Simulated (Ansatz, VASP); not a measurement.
## Pb2O in VASP and in Ansatz

The input INCAR:

```
SYSTEM = Pb2O
ALGO = Normal
EDIFF = 1E-6
EDIFFG = -0.005
ENCUT = 600
GGA = PS
IBRION = 2
ISIF = 3
ISMEAR = 0
LASPH = .TRUE.
LCHARG = .FALSE.
LREAL = .FALSE.
LWAVE = .FALSE.
NELM = 80
NSW = 100
PREC = Accurate
SIGMA = 0.1
```

KPOINTS

```
k-points
0
G
  8 8 8
  0 0 0
```

File POSCAR:

```
Pb2O
1.0
    5.3800000000      0.0000000000      0.0000000000
    0.0000000000      5.3800000000      0.0000000000
    0.0000000000      0.0000000000      5.3800000000
Pb O
4 2
Direct
    0.2500000000      0.2500000000      0.2500000000
    0.7500000000      0.7500000000      0.2500000000
    0.2500000000      0.7500000000      0.7500000000
    0.7500000000      0.2500000000      0.7500000000
    0.0000000000      0.0000000000      0.0000000000
    0.5000000000      0.5000000000      0.5000000000
```

Input for Ansatz:

```yaml
crystal:
  lattice:
    - [5.38, 0.0, 0.0]
    - [0.0, 5.38, 0.0]
    - [0.0, 0.0, 5.38]
  atoms:
    - { symbol: Pb, position: [0.25, 0.25, 0.25] }
    - { symbol: Pb, position: [0.75, 0.75, 0.25] }
    - { symbol: Pb, position: [0.25, 0.75, 0.75] }
    - { symbol: Pb, position: [0.75, 0.25, 0.75] }
    - { symbol: O, position: [0.0, 0.0, 0.0] }
    - { symbol: O, position: [0.5, 0.5, 0.5] }
basis:
  ecutwfc: 420
kpoints:
  mp_grid: { grid: [8, 8, 8] }
hamiltonian:
  xc: pbesol
scf:
  occupations: { method: gaussian, width: 0.1 }
output:
  forces: true
  stress: true
  eigenvalues: true
relax:
  adjacent_minimum: "off"
  f_tol: 0.005
  max_steps: 80
  cell: { stress_tol: 0.05 }
```

Alike in both runs: task relaxation of cell and atoms; functional PBEsol; k mesh 8 × 8 × 8; occupations gaussian, width 0.1 eV; no spin polarisation.

|  | VASP | Ansatz |
| --- | --- | --- |
| version | VASP 6.6.1 | Ansatz 0.2.0 |
| potentials or method | VASP PAW PBE potentials, release 64 (Pb_d, O), cutoff 600 eV | scalar-relativistic, plane waves, PAW |
| valence electrons in the cell | 68 | 68 |

|  | VASP | Ansatz | Ansatz less VASP |
| --- | --- | --- | --- |
| gap on the k mesh at the Fermi level, each at its own relaxed structure (eV) | none | none | - |
| relaxed volume (Å³/atom) | 25.95 | 25.95 | 0.000 |
| relaxed length of the cell vector where the two differ most in proportion (Å) | 5.380 | 5.380 | 0.0000 |

VASP's potentials were made for PBE, not for PBEsol. A gap of «none» marks a metal or a gap that the smearing closes.

Spin-orbit coupling is off throughout. Noted on VASP's run: the relaxation stopped at its first step, so nothing moved.
